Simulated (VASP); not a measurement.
# Hg (R-3m) in VASP: notebook, part 2 of 2

VASP 6.6.1. The steps go on from the part before.

## (3) Electric field gradients, LDA (24.55 Å³/atom)

This run uses another cell than the first one, of 24.55 Å³/atom.

File INCAR:

```
  ALGO = Normal
  EDIFF = 1E-8
  ENCUT = 410
  GGA = CA
  GGA_COMPAT = F
  ISIF = 2
  ISMEAR = -1
  LASPH = T
  LCHARG = F
  LEFG = T
  LREAL = F
  LWAVE = F
  NBANDS = 16
  NELM = 120
  PREC = Accurate
  SIGMA = 0.03
```

File KPOINTS:

```
k-points
0
Gamma
  12 12 12
```

File POSCAR:

```
Hg
1.0
    1.7639306470      1.0184058339      2.2778150453
   -1.7639306470      1.0184058339      2.2778150453
    0.0000000000     -2.0368116678      2.2778150453
Hg
1
Direct
    0.0000000000      0.0000000000      0.0000000000
```

Potentials or basis: VASP PAW LDA potentials, release 64 (Hg_sv_GW).

The run is started by

```
$ cat potpaw_LDA.64/Hg_sv_GW/POTCAR > POTCAR
$ mpirun -np 1 vasp_std > vasp.out
```

OUTCAR:

```text
EDIFF = 1E-8
   ENCUT = 410
   GGA = CA
   ISIF = 2
   ISMEAR = -1
   LASPH = T
   LREAL = F
   NELM = 120
   PREC = Accurate

 ion  position               nearest neighbor table
   1  0.000  0.000  0.000-

  LATTYP: Found a trigonal (rhomboedric) cell.
 ALAT       =     3.0556575643
 COS(alpha) =     0.3335253405

  Lattice vectors:

 A1 = (   1.7639306470,   1.0184058339,   2.2778150453)
 A2 = (  -1.7639306470,   1.0184058339,   2.2778150453)
 A3 = (   0.0000000000,  -2.0368116678,   2.2778150453)

Analysis of symmetry for initial positions (statically):
=====================================================================
 Subroutine PRICEL returns:
 Original cell was already a primitive cell.

 Routine SETGRP: Setting up the symmetry group for a
 trigonal (rhombohedral) supercell.

 Subroutine GETGRP returns: Found 12 space group operations
 (whereof 12 operations were pure point group operations)
 out of a pool of 12 trial point group operations.

The static configuration has the point symmetry D_3d.

Analysis of symmetry for dynamics (positions and initial velocities):
=====================================================================
 Subroutine PRICEL returns:
 Original cell was already a primitive cell.

 Routine SETGRP: Setting up the symmetry group for a
 trigonal (rhombohedral) supercell.

 Subroutine GETGRP returns: Found 12 space group operations
 (whereof 12 operations were pure point group operations)
 out of a pool of 12 trial point group operations.

The dynamic configuration has the point symmetry D_3d.

 Subroutine INISYM returns: Found 12 space group operations
 (whereof 12 operations are pure point group operations),
 and found     1 'primitive' translations

----------------------------------------------------------------------------------------

                                     Primitive cell

  volume of cell :      24.5512

  direct lattice vectors                    reciprocal lattice vectors
     1.763930647  1.018405834  2.277815045     0.283457856  0.163654470  0.146339069
    -1.763930647  1.018405834  2.277815045    -0.283457856  0.163654470  0.146339069
     0.000000000 -2.036811668  2.277815045     0.000000000 -0.327308939  0.146339069

  length of vectors
     3.055657564  3.055657564  3.055657564     0.358533492  0.358533492  0.358533492

  position of ions in fractional coordinates (direct lattice)
     0.000000000  0.000000000  0.000000000

  ion indices of the primitive-cell ions
   primitive index   ion index
                 1           1

----------------------------------------------------------------------------------------

 KPOINTS: k-points

Automatic generation of k-mesh.
 Grid dimensions read from file:
 generate k-points for:   12   12   12

 Generating k-lattice:

[... 60 lines left out ...]
   NELM   =    120;   NELMIN=  2; NELMDL= -5     # of ELM steps
   EDIFF  = 0.1E-07   stopping-criterion for ELM
   LREAL  =      F    real-space projection
   EDIFFG = 0.1E-06   stopping-criterion for IOM
   NSW    =      0    number of steps for IOM
   IBRION =     -1    ionic relax: 0-MD 1-quasi-New 2-CG
   NFREE  =      0    steps in history (QN), initial steepest desc. (CG)
   ISIF   =      2    stress and relaxation
   ISYM   =      2    0-nonsym 1-usesym 2-fastsym
   POTIM  = 0.5000    time-step for ionic-motion
   TEBEG  =    0.0;   TEEND  =   0.0 temperature during run
   PSTRESS=    0.0 pullay stress
   NELECT =      20.0000    total number of electrons
   NUPDOWN=      -1.0000    fix difference up-down
   EMIN   =  10.00;   EMAX   =-10.00  energy-range for DOS
   EFERMI =   0.00;   METHOD = LEGACY
   ISMEAR =    -1;   SIGMA  =   0.03  broadening in eV -4-tet -1-fermi 0-gaus
   EFERMI_NEDOS =   21; number of points for ismear=-14 and -15
   IALGO  =     38    algorithm
   IMIX   =      4    mixing-type and parameters
     AMIX     =   0.40;   BMIX     =  1.00
     AMIX_MAG =   1.60;   BMIX_MAG =  1.00
  volume/ion in A,a.u.               =      24.55       165.68
  Fermi-wavevector in a.u.,A,eV,Ry     =   1.528953  2.889302 31.806302  2.337697
  Thomas-Fermi vector in A             =   2.636641
   LORBIT       =      0    0 simple, 1 ext, 2 COOP (PROOUT), +10 PAW based schemes
   GGA     = CA    functional components
   LHFCALC =     F    Hartree Fock is set to
   AEXX    =    0.0000 exact exchange contribution
   IVDW    =     0    specifies the selected vdW correction
   LEPSILON=     F    determine dielectric tensor
   LRPA    =     F    only Hartree local field effects (RPA)
 non-spin polarized calculation
  energy-cutoff  :      410.00
  volume of cell :       24.55
 maximum number of plane-waves:       488
   NGX = 11   NGY = 11   NGZ = 11

 number of electron      20.0000000 magnetization

 Free energy of the ion-electron system (eV)
  ---------------------------------------------------
  ext. energy  EPLUGINS =         0.00000000
  ---------------------------------------------------
  free energy    TOTEN  =        -0.93881573 eV

  energy without entropy =       -0.93797008  energy(sigma->0) =       -0.93839290

 E-fermi :   5.1696     XC(G=0): -11.4651

 val. band max:        5.1481227548   @ k =  -0.4167   0.4167   0.0000
 cond. band min:       5.1732224479   @ k =   0.5000   0.5000   0.5000
 fundamental gap:      0.0250996931
 Fermi energy:         5.1696213371

 k-point     1 :       0.0000    0.0000    0.0000
  band No.  band energies     occupation
      1    -109.0972      2.00000
      2     -57.7085      2.00000
      3     -57.7003      2.00000
      4     -57.7003      2.00000
      5      -3.6233      2.00000
      6      -2.2234      2.00000
[... 433 lines left out ...]
      3     -57.7119      2.00000
      4     -57.7013      2.00000
      5      -2.4984      2.00000
      6      -2.0511      2.00000
[... 8 lines left out ...]
     15      23.2657      0.00000
     16      23.9656      0.00000

 [... further k-points ...]

------------------------ aborting loop because EDIFF is reached ----------------------------------------

  FORCE on cell =-STRESS in cart. coord.  units (eV):
  Direction    XX          YY          ZZ          XY          YZ          ZX
  --------------------------------------------------------------------------------------
  -------------------------------------------------------------------------------------
  Total       -0.8507586     -0.8507586     -1.1955535      0.0000000      0.0000000      0.0000000
  in kB      -55.5194107    -55.5194107    -78.0202822      0.0000000      0.0000000      0.0000000
  external PRESSURE =     -63.0197012 kB  Pullay stress =       0.0000000 kB

 VOLUME and BASIS-vectors are now :
 -----------------------------------------------------------------------------
  energy-cutoff  :      410.00
  volume of cell :       24.55
      direct lattice vectors                 reciprocal lattice vectors
     1.763930647  1.018405834  2.277815045     0.283457856  0.163654470  0.146339069
    -1.763930647  1.018405834  2.277815045    -0.283457856  0.163654470  0.146339069
     0.000000000 -2.036811668  2.277815045     0.000000000 -0.327308939  0.146339069

 POSITION                                       TOTAL-FORCE (eV/Angst)
 -----------------------------------------------------------------------------------
      0.00000      0.00000      0.00000         0.000000      0.000000     -0.000000
 -----------------------------------------------------------------------------------
    total drift:                               -0.000000      0.000000      0.000000

  FREE ENERGIE OF THE ION-ELECTRON SYSTEM (eV)
  ---------------------------------------------------
  free  energy   TOTEN  =        -0.9388157295 eV

  energy  without entropy=       -0.9379700778  energy(sigma->0) =       -0.93839290

 Electric field gradients (V/A^2)
---------------------------------------------------------------------
 ion       V_xx      V_yy      V_zz      V_xy      V_xz      V_yz
---------------------------------------------------------------------
   1      58.140    58.140  -116.279     0.000    -0.000     0.000
---------------------------------------------------------------------

 Electric field gradients after diagonalization (V/A^2)
 (convention: |V_zz| > |V_xx| > |V_yy|)
----------------------------------------------------------------------
 ion       V_xx      V_yy      V_zz     asymmetry (V_yy - V_xx)/ V_zz
----------------------------------------------------------------------
   1      58.140    58.140  -116.279       0.000
----------------------------------------------------------------------

           NMR quadrupolar parameters

 Cq : quadrupolar parameter    Cq=e*Q*V_zz/h
 eta: asymmetry parameters     (V_yy - V_xx)/ V_zz
 Q  : nuclear electric quadrupole moment in mb (millibarn)
----------------------------------------------------------------------
 ion       Cq(MHz)       eta       Q (mb)
----------------------------------------------------------------------
   1      -0.281       0.000       1.000
----------------------------------------------------------------------
```

OSZICAR:

```text
N       E                     dE             d eps       ncg     rms          rms(c)
DAV:   1     0.243748121123E+03    0.24375E+03   -0.11210E+04  6512   0.141E+03
DAV:   2     0.128506075124E+02   -0.23090E+03   -0.21548E+03  6152   0.557E+02
DAV:   3    -0.559433149110E+00   -0.13410E+02   -0.13356E+02  8584   0.124E+02
DAV:   4    -0.978856158141E+00   -0.41942E+00   -0.41939E+00  6744   0.254E+01
DAV:   5    -0.998267173734E+00   -0.19411E-01   -0.19411E-01  9024   0.491E+00    0.211E+01
DAV:   6    -0.945642336017E+00    0.52625E-01   -0.10944E-01  9424   0.570E+00    0.122E+01
DAV:   7    -0.939217391156E+00    0.64249E-02   -0.15495E-02  9736   0.141E+00    0.119E+00
DAV:   8    -0.938828247959E+00    0.38914E-03   -0.19252E-03  8656   0.966E-01    0.830E-02
DAV:   9    -0.938816032205E+00    0.12216E-04   -0.58887E-05  7312   0.103E-01    0.118E-02
DAV:  10    -0.938815694741E+00    0.33746E-06   -0.34456E-06  8632   0.421E-02    0.186E-03
DAV:  11    -0.938815729343E+00   -0.34603E-07   -0.84938E-08  7704   0.525E-03    0.104E-03
DAV:  12    -0.938815729474E+00   -0.13097E-09   -0.19361E-09  5664   0.912E-04
   1 F= -.93881573E+00 E0= -.93839290E+00  d E =-.845652E-03
```

stdout:

```text
POSCAR found type information on POSCAR Hg
 POSCAR found :  1 types and       1 ions
 scaLAPACK will be used
 LDA part: xc-table for (Slater(with rela. corr.)+CA(PZ))
 , standard interpolation
 POSCAR, INCAR and KPOINTS ok, starting setup
 FFT: planning ... GRIDC
 FFT: planning ... GRID_SOFT
 FFT: planning ... GRID
 WAVECAR not read
 entering main loop
ion   1
```

Run time: 25 s. Hardware: 1 thread of Intel Xeon Platinum 8488C (Sapphire Rapids), shared host; peak memory 0.17 GiB.

Results:

* Free energy: -0.9388 eV
* Pressure: -6.3 GPa
* Band gap on the k mesh: zero (bands 10 and 11 overlap by 2.75 eV)
* Largest electric field gradient by atom: Hg -116.3 V/Å²

Electric field gradients, principal values (V/Å²):
| atom | least | middle | greatest (by size) |
| --- | --- | --- | --- |
| 1 Hg | 58.140 | 58.140 | -116.279 |

Caveat: the cell stands under tension; without QUAD_EFG the Cq values of the log hold for a quadrupole moment of 1 mb, not for the nuclei; spin-orbit coupling is left out, which moves the levels of the heavy elements.

## (4) Electric field gradients, LDA

This run uses another cell than the first one, of 23.16 Å³/atom.

File INCAR:

```
PREC = Accurate ; ENCUT = 410
EDIFF = 1E-8 ; ISMEAR = -1
SIGMA = 0.03 ; LREAL = False
LASPH = True ; NELM = 120
ALGO = Normal ; ISIF = 2
LWAVE = False ; LCHARG = False
GGA = CA ; LEFG = True
NBANDS = 16 ; GGA_COMPAT = False
```

File KPOINTS:

```
regular mesh
0
Gamma
  12 12 12
```

File POSCAR:

```
Hg
1.0
    1.7300004553      0.9988162286      2.2340000000
   -1.7300004553      0.9988162286      2.2340000000
    0.0000000000     -1.9976324571      2.2340000000
Hg
1
Direct
    0.0000000000      0.0000000000      0.0000000000
```

Potentials or basis: VASP PAW LDA potentials, release 64 (Hg_sv_GW).

The run is started by

```
$ cat potpaw_LDA.64/Hg_sv_GW/POTCAR > POTCAR
$ mpirun -np 1 vasp_std > vasp.out
```

OUTCAR:

```text
PREC = Accurate
   ENCUT = 410
   EDIFF = 1E-8
   ISMEAR = -1
   LREAL = False
   LASPH = True
   NELM = 120
   ISIF = 2
   GGA = CA

 ion  position               nearest neighbor table
   1  0.000  0.000  0.000-

  LATTYP: Found a trigonal (rhomboedric) cell.
 ALAT       =     2.9968802835
 COS(alpha) =     0.3335253405

  Lattice vectors:

 A1 = (   1.7300004553,   0.9988162286,   2.2340000000)
 A2 = (  -1.7300004553,   0.9988162286,   2.2340000000)
 A3 = (   0.0000000000,  -1.9976324571,   2.2340000000)

Analysis of symmetry for initial positions (statically):
=====================================================================
 Subroutine PRICEL returns:
 Original cell was already a primitive cell.

 Routine SETGRP: Setting up the symmetry group for a
 trigonal (rhombohedral) supercell.

 Subroutine GETGRP returns: Found 12 space group operations
 (whereof 12 operations were pure point group operations)
 out of a pool of 12 trial point group operations.

The static configuration has the point symmetry D_3d.

Analysis of symmetry for dynamics (positions and initial velocities):
=====================================================================
 Subroutine PRICEL returns:
 Original cell was already a primitive cell.

 Routine SETGRP: Setting up the symmetry group for a
 trigonal (rhombohedral) supercell.

 Subroutine GETGRP returns: Found 12 space group operations
 (whereof 12 operations were pure point group operations)
 out of a pool of 12 trial point group operations.
[... 141 lines left out ...]
  ---------------------------------------------------
  free energy    TOTEN  =        -0.95987432 eV

  energy without entropy =       -0.95858124  energy(sigma->0) =       -0.95922778

 E-fermi :   5.8239     XC(G=0): -11.8050

 val. band max:        5.8216779990   @ k =  -0.4167   0.2500   0.0833
 cond. band min:       5.9171416053   @ k =  -0.4167   0.4167   0.4167
 fundamental gap:      0.0954636063
 Fermi energy:         5.8238877680

 k-point     1 :       0.0000    0.0000    0.0000
  band No.  band energies     occupation
      1    -108.5854      2.00000
      2     -57.1896      2.00000
      3     -57.1844      2.00000
      4     -57.1844      2.00000
      5      -3.4401      2.00000
      6      -1.8238      2.00000
[... 433 lines left out ...]
      3     -57.1978      2.00000
      4     -57.1840      2.00000
      5      -2.1504      2.00000
      6      -1.6433      2.00000
[... 8 lines left out ...]
     15      24.5851      0.00000
     16      25.0932      0.00000

 [... further k-points ...]
[... 5 lines left out ...]
  --------------------------------------------------------------------------------------
  -------------------------------------------------------------------------------------
  Total       -0.5880060     -0.5880060     -0.7524330      0.0000000     -0.0000000      0.0000000
  in kB      -40.6748620    -40.6748620    -52.0489773      0.0000000     -0.0000000      0.0000000
  external PRESSURE =     -44.4662338 kB  Pullay stress =       0.0000000 kB

 VOLUME and BASIS-vectors are now :
 -----------------------------------------------------------------------------
  energy-cutoff  :      410.00
  volume of cell :       23.16
      direct lattice vectors                 reciprocal lattice vectors
     1.730000455  0.998816229  2.234000000     0.289017265  0.166864196  0.149209191
    -1.730000455  0.998816229  2.234000000    -0.289017265  0.166864196  0.149209191
     0.000000000 -1.997632457  2.234000000     0.000000000 -0.333728391  0.149209191

 POSITION                                       TOTAL-FORCE (eV/Angst)
 -----------------------------------------------------------------------------------
      0.00000      0.00000      0.00000         0.000000     -0.000000      0.000000
 -----------------------------------------------------------------------------------
    total drift:                               -0.000000     -0.000000      0.000000

  FREE ENERGIE OF THE ION-ELECTRON SYSTEM (eV)
  ---------------------------------------------------
  free  energy   TOTEN  =        -0.9598743196 eV

  energy  without entropy=       -0.9585812438  energy(sigma->0) =       -0.95922778

 Electric field gradients (V/A^2)
---------------------------------------------------------------------
 ion       V_xx      V_yy      V_zz      V_xy      V_xz      V_yz
---------------------------------------------------------------------
   1      67.850    67.850  -135.700     0.000     0.000    -0.000
---------------------------------------------------------------------

 Electric field gradients after diagonalization (V/A^2)
 (convention: |V_zz| > |V_xx| > |V_yy|)
----------------------------------------------------------------------
 ion       V_xx      V_yy      V_zz     asymmetry (V_yy - V_xx)/ V_zz
----------------------------------------------------------------------
   1      67.850    67.850  -135.700       0.000
----------------------------------------------------------------------

           NMR quadrupolar parameters

 Cq : quadrupolar parameter    Cq=e*Q*V_zz/h
 eta: asymmetry parameters     (V_yy - V_xx)/ V_zz
 Q  : nuclear electric quadrupole moment in mb (millibarn)
----------------------------------------------------------------------
 ion       Cq(MHz)       eta       Q (mb)
----------------------------------------------------------------------
   1      -0.328       0.000       1.000
----------------------------------------------------------------------
```

OSZICAR:

```text
N       E                     dE             d eps       ncg     rms          rms(c)
DAV:   1     0.244413402578E+03    0.24441E+03   -0.11176E+04  6504   0.142E+03
DAV:   2     0.124937690290E+02   -0.23192E+03   -0.21752E+03  6248   0.556E+02
DAV:   3    -0.595002050128E+00   -0.13089E+02   -0.13040E+02  8664   0.122E+02
DAV:   4    -0.100960198738E+01   -0.41460E+00   -0.41457E+00  6816   0.249E+01
DAV:   5    -0.102705992228E+01   -0.17458E-01   -0.17458E-01  8888   0.456E+00    0.248E+01
DAV:   6    -0.967487749791E+00    0.59572E-01   -0.11973E-01  9400   0.608E+00    0.143E+01
DAV:   7    -0.960410948017E+00    0.70768E-02   -0.17547E-02  9896   0.155E+00    0.125E+00
DAV:   8    -0.959888118782E+00    0.52283E-03   -0.23734E-03  8656   0.107E+00    0.858E-02
DAV:   9    -0.959874776380E+00    0.13342E-04   -0.67551E-05  7496   0.109E-01    0.117E-02
DAV:  10    -0.959874287077E+00    0.48930E-06   -0.40320E-06  8416   0.465E-02    0.212E-03
DAV:  11    -0.959874320993E+00   -0.33916E-07   -0.94560E-08  7872   0.623E-03    0.124E-03
DAV:  12    -0.959874319631E+00    0.13615E-08   -0.55388E-09  5800   0.171E-03
   1 F= -.95987432E+00 E0= -.95922778E+00  d E =-.129308E-02
```

stdout:

```text
POSCAR found type information on POSCAR Hg
 POSCAR found :  1 types and       1 ions
 scaLAPACK will be used
 LDA part: xc-table for (Slater(with rela. corr.)+CA(PZ))
 , standard interpolation
 POSCAR, INCAR and KPOINTS ok, starting setup
 FFT: planning ... GRIDC
 FFT: planning ... GRID_SOFT
 FFT: planning ... GRID
 WAVECAR not read
 entering main loop
ion   1
```

Wall time 25 s (1 thread of Intel Xeon Platinum 8488C (Sapphire Rapids), shared host); peak memory 0.17 GiB.

Results:

| Item | Value |
| --- | --- |
| Free energy | -0.9599 eV |
| Pressure | -4.4 GPa |
| Band gap on the k mesh | zero (bands 10 and 11 overlap by 3.26 eV) |
| Largest electric field gradient by atom | Hg -135.7 V/Å² |

Electric field gradients, principal values (V/Å²):
| atom | least | middle | greatest (by size) |
| --- | --- | --- | --- |
| 1 Hg | 67.850 | 67.850 | -135.700 |

Caveat: the cell stands under tension; without QUAD_EFG the Cq values of the log hold for a quadrupole moment of 1 mb, not for the nuclei; spin-orbit coupling is left out, which moves the levels of the heavy elements.

## (5) Summary

| cell | gap on the mesh (eV) | pressure (GPa) |
| --- | --- | --- |
| a = 3.036 Å, angles 70.5°, 1 atom | none | -5.8 |
| a = 3.056 Å, angles 70.5°, 1 atom | none | -6.3 |
| a = 2.997 Å, angles 70.5°, 1 atom | none | -4.4 |

Alike in all rows: task electric field gradients; level LDA; potentials or basis VASP PAW LDA potentials, release 64 (Hg_sv_GW); no spin polarisation; k mesh 12 × 12 × 12; cutoff (eV) 410; smearing fermi-dirac 0.03 eV.

Caveats: the cell stands under tension; spin-orbit coupling is left out, which moves the levels of the heavy elements.

Total energies depend on the potentials used, so only differences within one code and one set of settings carry meaning.

The gap in the log of VASP goes by the Fermi energy; the results here count the filled bands.